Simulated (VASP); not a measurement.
# BaTe (Fm-3m) in VASP: single point with PBE

Aim: the single point of BaTe with PBE.

Program: VASP 6.6.1. These are calculated values, not measurements. Logs are shortened: lines on timing, memory, paths and dates and some standing lists are left out, and cuts for length are marked.

### 1 The cell of the first run

It takes space group Fm-3m (No. 225, cubic). The conventional cell has a = 7.065 Å, b = 7.065 Å, c = 7.065 Å, α = 90.00°, β = 90.00°, γ = 90.00°. Ba (site symmetry m-3m) has 6 Te at 3.53 Å within 4.6 Å. Within 4.6 Å of Te (site symmetry m-3m) lie 6 Ba at 3.53 Å.

### 2 Single point, PBE

POSCAR

```
BaTe
1.0
    0.0000000000      3.5322558740      3.5322558740
    3.5322558740      0.0000000000      3.5322558740
    3.5322558740      3.5322558740      0.0000000000
Ba Te
1 1
Direct
    0.0000000000      0.0000000000      0.0000000000
    0.5000000000      0.5000000000      0.5000000000
```

INCAR.step1

```
SYSTEM = BaTe
ALGO = Normal
EDIFF = 1E-6
ENCUT = 520
GGA = PE
ISIF = 2
ISMEAR = 0
LASPH = .True.
LCHARG = .True.
LREAL = .False.
LWAVE = .False.
NBANDS = 15
NELM = 100
PREC = Accurate
SIGMA = 0.02
```

KPOINTS.step1

```
k-points
0
Gamma
  8 8 8
  0 0 0
```

INCAR.step2

```
SYSTEM = BaTe
ALGO = Normal
EDIFF = 1E-6
ENCUT = 520
GGA = PE
ICHARG = 11
ISIF = 2
ISMEAR = -5
LASPH = .True.
LCHARG = .False.
LORBIT = 10
LREAL = .False.
LWAVE = .False.
NBANDS = 15
NEDOS = 2001
NELM = 100
PREC = Accurate
SIGMA = 0.02
```

KPOINTS.step2

```
k-points
0
Gamma
  12 12 12
  0 0 0
```

Potentials or basis: VASP PAW PBE potentials, release 64 (Ba_sv, Te).

The run is started by

```console
$ cat potpaw_PBE.64/Ba_sv/POTCAR potpaw_PBE.64/Te/POTCAR > POTCAR
$ cp INCAR.step1 INCAR
$ cp KPOINTS.step1 KPOINTS
$ mpirun -np 1 vasp_std > vasp.out
$ cp INCAR.step2 INCAR
$ cp KPOINTS.step2 KPOINTS
$ mpirun -np 1 vasp_std > vasp.out
```

OUTCAR:

```text
SYSTEM = BaTe
   EDIFF = 1E-6
   ENCUT = 520
   GGA = PE
   ICHARG = 11
   ISIF = 2
   ISMEAR = -5
   LASPH = .True.
   LORBIT = 10
   LREAL = .False.
   NELM = 100
   PREC = Accurate

 ion  position               nearest neighbor table
   1  0.000  0.000  0.000-   2 3.53   2 3.53   2 3.53   2 3.53   2 3.53   2 3.53
   2  0.500  0.500  0.500-   1 3.53   1 3.53   1 3.53   1 3.53   1 3.53   1 3.53

  LATTYP: Found a face centered cubic cell.
 ALAT       =     7.0645117480

  Lattice vectors:

 A1 = (   0.0000000000,   3.5322558740,   3.5322558740)
 A2 = (   3.5322558740,   0.0000000000,   3.5322558740)
 A3 = (   3.5322558740,   3.5322558740,   0.0000000000)

Analysis of symmetry for initial positions (statically):
=====================================================================
 Subroutine PRICEL returns:
 Original cell was already a primitive cell.

 Routine SETGRP: Setting up the symmetry group for a
 face centered cubic supercell.

 Subroutine GETGRP returns: Found 48 space group operations
 (whereof 48 operations were pure point group operations)
 out of a pool of 48 trial point group operations.

The static configuration has the point symmetry O_h .

Analysis of symmetry for dynamics (positions and initial velocities):
=====================================================================
 Subroutine PRICEL returns:
 Original cell was already a primitive cell.

 Routine SETGRP: Setting up the symmetry group for a
 face centered cubic supercell.

 Subroutine GETGRP returns: Found 48 space group operations
 (whereof 48 operations were pure point group operations)
 out of a pool of 48 trial point group operations.

The dynamic configuration has the point symmetry O_h .

 Subroutine INISYM returns: Found 48 space group operations
 (whereof 48 operations are pure point group operations),
 and found     1 'primitive' translations

----------------------------------------------------------------------------------------

                                     Primitive cell

  volume of cell :      88.1427

  direct lattice vectors                    reciprocal lattice vectors
     0.000000000  3.532255874  3.532255874    -0.141552599  0.141552599  0.141552599
     3.532255874  0.000000000  3.532255874     0.141552599 -0.141552599  0.141552599
     3.532255874  3.532255874  0.000000000     0.141552599  0.141552599 -0.141552599

  length of vectors
     4.995364163  4.995364163  4.995364163     0.245176294  0.245176294  0.245176294

  position of ions in fractional coordinates (direct lattice)
     0.000000000  0.000000000  0.000000000
     0.500000000  0.500000000  0.500000000

  ion indices of the primitive-cell ions
   primitive index   ion index
                 1           1
                 2           2

----------------------------------------------------------------------------------------

 KPOINTS: k-points

Automatic generation of k-mesh.
 Grid dimensions read from file:
 generate k-points for:   12   12   12

 Generating k-lattice:

  Cartesian coordinates                     Fractional coordinates (reciprocal lattice)
    -0.011796050  0.011796050  0.011796050     0.083333333  0.000000000  0.000000000
     0.011796050 -0.011796050  0.011796050     0.000000000  0.083333333  0.000000000
     0.011796050  0.011796050 -0.011796050     0.000000000  0.000000000  0.083333333

  Length of vectors
     0.020431358  0.020431358  0.020431358

  Shift w.r.t. Gamma in fractional coordinates (k-lattice)
     0.000000000  0.000000000  0.000000000

 TETIRR: Found    247 inequivalent tetrahedra from    10368

 Subroutine IBZKPT returns following result:
 ===========================================

 Found     72 irreducible k-points:

 Following reciprocal coordinates:
            Coordinates               Weight
  0.000000  0.000000  0.000000      1.000000
  0.083333  0.000000  0.000000      8.000000
  0.166667  0.000000  0.000000      8.000000
  0.250000  0.000000  0.000000      8.000000
  0.333333  0.000000  0.000000      8.000000
  0.416667  0.000000  0.000000      8.000000
[... 16 lines left out ...]
  0.500000  0.166667  0.000000     24.000000
 -0.416667  0.166667  0.000000     24.000000
 [... further k-points ...]
   k-points           NKPTS =     72   k-points in BZ     NKDIM =     72   number of bands    NBANDS=     15
   number of dos      NEDOS =   2001   number of ions     NIONS =      2
   total plane-waves  NPLWV =  64000
   dimension x,y,z NGX =    40 NGY =   40 NGZ =   40
   dimension x,y,z NGXF=    80 NGYF=   80 NGZF=   80
   ions per type =               1   1
   NGX,Y,Z   is equivalent  to a cutoff of  13.31, 13.31, 13.31 a.u.
   NGXF,Y,Z  is equivalent  to a cutoff of  26.62, 26.62, 26.62 a.u.
 SYSTEM =  BaTe
   PREC   = accura    normal or accurate (medium, high low for compatibility)
   ISTART =      0    job   : 0-new  1-cont  2-samecut
   ICHARG =     11    charge: 1-file 2-atom 10-const
   ISPIN  =      1    spin polarized calculation?
   LNONCOLLINEAR =      F non collinear calculations
   LSORBIT =      F    spin-orbit coupling
   LASPH  =      T    aspherical Exc in radial PAW
   ENCUT  =  520.0 eV  38.22 Ry    6.18 a.u.   9.29  9.29  9.29*2*pi/ulx,y,z
   NELM   =    100;   NELMIN=  2; NELMDL=  0     # of ELM steps
   EDIFF  = 0.1E-05   stopping-criterion for ELM
   LREAL  =      F    real-space projection
   EDIFFG = 0.1E-04   stopping-criterion for IOM
   NSW    =      0    number of steps for IOM
   IBRION =     -1    ionic relax: 0-MD 1-quasi-New 2-CG
   NFREE  =      0    steps in history (QN), initial steepest desc. (CG)
   ISIF   =      2    stress and relaxation
   ISYM   =      2    0-nonsym 1-usesym 2-fastsym
   POTIM  = 0.5000    time-step for ionic-motion
   TEBEG  =    0.0;   TEEND  =   0.0 temperature during run
   PSTRESS=    0.0 pullay stress
   NELECT =      16.0000    total number of electrons
   NUPDOWN=      -1.0000    fix difference up-down
   EMIN   =  10.00;   EMAX   =-10.00  energy-range for DOS
   EFERMI =   0.00;   METHOD = LEGACY
   ISMEAR =    -5;   SIGMA  =   0.02  broadening in eV -4-tet -1-fermi 0-gaus
   EFERMI_NEDOS =   21; number of points for ismear=-14 and -15
   IALGO  =     38    algorithm
   IMIX   =      4    mixing-type and parameters
     AMIX     =   0.40;   BMIX     =  1.00
     AMIX_MAG =   1.60;   BMIX_MAG =  1.00
  volume/ion in A,a.u.               =      44.07       297.41
  Fermi-wavevector in a.u.,A,eV,Ry     =   0.926942  1.751667 11.690424  0.859222
  Thomas-Fermi vector in A             =   2.052959
   LORBIT       =     10    0 simple, 1 ext, 2 COOP (PROOUT), +10 PAW based schemes
   GGA     = PE    functional components
   LHFCALC =     F    Hartree Fock is set to
   AEXX    =    0.0000 exact exchange contribution
   IVDW    =     0    specifies the selected vdW correction
   LEPSILON=     F    determine dielectric tensor
   LRPA    =     F    only Hartree local field effects (RPA)
 non-spin polarized calculation
 Fermi weights with tetrahedron method with Bloechl corrections
  energy-cutoff  :      520.00
  volume of cell :       88.14
 maximum number of plane-waves:      2421
 NGX is ok and might be reduce to    40

 number of electron      16.0000000 magnetization

 Free energy of the ion-electron system (eV)
  ---------------------------------------------------
  ext. energy  EPLUGINS =         0.00000000
  ---------------------------------------------------
  free energy    TOTEN  =        -8.62869810 eV

  energy without entropy =       -8.62869810  energy(sigma->0) =       -8.62869810

 E-fermi :   2.1228     XC(G=0):  -8.1363

 val. band max:        2.1058771594   @ k =   0.0000   0.0000   0.0000
 cond. band min:       3.6836986467   @ k =   0.5000   0.5000   0.0000
 fundamental gap:      1.5778214873
 Fermi energy:         2.1228327029

 k-point     1 :       0.0000    0.0000    0.0000
  band No.  band energies     occupation
      1     -24.9863      2.00000
      2     -10.1310      2.00000
      3     -10.1310      2.00000
      4     -10.1310      2.00000
      5      -7.3754      2.00000
      6       2.1059      2.00000
      7       2.1059      2.00000
      8       2.1059      2.00000
      9       4.9106      0.00000
     10       5.0478      0.00000
     11       5.0478      0.00000
     12       5.0478      0.00000
     13       5.6359      0.00000
     14       5.6359      0.00000
     15       9.0895      0.00000

 k-point     2 :       0.0833    0.0000    0.0000
  band No.  band energies     occupation
      1     -24.9855      2.00000
      2     -10.1598      2.00000
      3     -10.1318      2.00000
      4     -10.1318      2.00000
      5      -7.3288      2.00000
      6       1.8556      2.00000
      7       1.9990      2.00000
      8       1.9990      2.00000
      9       5.0242      0.00000
     10       5.1349      0.00000
     11       5.1349      0.00000
     12       5.2605      0.00000
     13       5.8313      0.00000
     14       5.8313      0.00000
     15       9.3074      0.00000

 k-point     3 :       0.1667    0.0000    0.0000
  band No.  band energies     occupation
      1     -24.9835      2.00000
      2     -10.2345      2.00000
      3     -10.1338      2.00000
      4     -10.1338      2.00000
      5      -7.2040      2.00000
      6       1.3284      2.00000
      7       1.7483      2.00000
      8       1.7483      2.00000
      9       5.0756      0.00000
     10       5.3733      0.00000
     11       5.3733      0.00000
     12       5.9849      0.00000
     13       6.3620      0.00000
     14       6.3620      0.00000
     15       9.8803      0.00000

 k-point     4 :       0.2500    0.0000    0.0000
  band No.  band energies     occupation
      1     -24.9806      2.00000
      2     -10.3287      2.00000
      3     -10.1366      2.00000
      4     -10.1366      2.00000
      5      -7.0382      2.00000
      6       0.7826      2.00000
      7       1.4688      2.00000
      8       1.4688      2.00000
      9       5.2179      0.00000
     10       5.7396      0.00000
     11       5.7396      0.00000
     12       6.8042      0.00000
     13       7.1062      0.00000
     14       7.1062      0.00000
     15      10.2739      0.00000
[... 307 lines left out ...]
 k-point    22 :       0.4167    0.1667    0.0000
  band No.  band energies     occupation
      1     -24.9755      2.00000
      2     -10.4029      2.00000
      3     -10.1661      2.00000
      4     -10.1620      2.00000
      5      -6.8982      2.00000
      6       0.3652      2.00000
      7       1.1761      2.00000
      8       1.3539      2.00000
      9       4.9732      0.00000
     10       6.7755      0.00000
     11       6.9186      0.00000
     12       7.1215      0.00000
     13       7.4198      0.00000
     14       8.7200      0.00000
     15       9.6749      0.00000

 k-point    23 :       0.5000    0.1667    0.0000
  band No.  band energies     occupation
      1     -24.9741      2.00000
      2     -10.4390      2.00000
      3     -10.1766      2.00000
      4     -10.1580      2.00000
      5      -6.8280      2.00000
      6       0.2401      2.00000
      7       1.0652      2.00000
      8       1.1840      2.00000
      9       5.4309      0.00000
     10       6.8287      0.00000
     11       7.0902      0.00000
     12       7.2980      0.00000
     13       8.0618      0.00000
     14       8.8723      0.00000
     15       9.2585      0.00000

 k-point    24 :      -0.4167    0.1667    0.0000
  band No.  band energies     occupation
      1     -24.9739      2.00000
      2     -10.4459      2.00000
      3     -10.1858      2.00000
      4     -10.1509      2.00000
      5      -6.8054      2.00000
      6       0.1862      2.00000
      7       1.0888      2.00000
      8       1.1023      2.00000
      9       5.9313      0.00000
     10       6.3952      0.00000
     11       6.7779      0.00000
     12       7.5019      0.00000
     13       8.2317      0.00000
     14       8.8796      0.00000
     15       9.7816      0.00000

 [... further k-points ...]

------------------------ aborting loop because EDIFF is reached ----------------------------------------

  FORCE on cell =-STRESS in cart. coord.  units (eV):
  Direction    XX          YY          ZZ          XY          YZ          ZX
  --------------------------------------------------------------------------------------
  -------------------------------------------------------------------------------------
  Total        0.1648509      0.1648509      0.1648509     -0.0000000     -0.0000000      0.0000000
  in kB        2.9965082      2.9965082      2.9965082     -0.0000000     -0.0000000      0.0000000
  external PRESSURE =       2.9965082 kB  Pullay stress =       0.0000000 kB

 VOLUME and BASIS-vectors are now :
 -----------------------------------------------------------------------------
  energy-cutoff  :      520.00
  volume of cell :       88.14
      direct lattice vectors                 reciprocal lattice vectors
     0.000000000  3.532255874  3.532255874    -0.141552599  0.141552599  0.141552599
     3.532255874  0.000000000  3.532255874     0.141552599 -0.141552599  0.141552599
     3.532255874  3.532255874  0.000000000     0.141552599  0.141552599 -0.141552599

 POSITION                                       TOTAL-FORCE (eV/Angst)
 -----------------------------------------------------------------------------------
      0.00000      0.00000      0.00000         0.000000      0.000000      0.000000
      3.53226      3.53226      3.53226        -0.000000     -0.000000     -0.000000
 -----------------------------------------------------------------------------------
    total drift:                                0.000000     -0.000000     -0.000000

  FREE ENERGIE OF THE ION-ELECTRON SYSTEM (eV)
  ---------------------------------------------------
  free  energy   TOTEN  =        -8.6286980962 eV

  energy  without entropy=       -8.6286980962  energy(sigma->0) =       -8.62869810

 total charge

# of ion       s       p       d       tot
------------------------------------------
    1        2.008   5.608   0.256   7.873
    2        1.341   2.119   0.003   3.463
--------------------------------------------------
tot          3.349   7.727   0.259  11.336
```

Run time: 94 s. Hardware: 1 thread of Intel Xeon Platinum 8488C (Sapphire Rapids), shared host; peak memory 0.29 GiB.

What came out:

| Item | Value |
| --- | --- |
| Valence electrons inside the program's atomic spheres | Ba 7.87; Te 3.46 |

Caveat: spin-orbit coupling is left out, which moves the levels of the heavy elements.
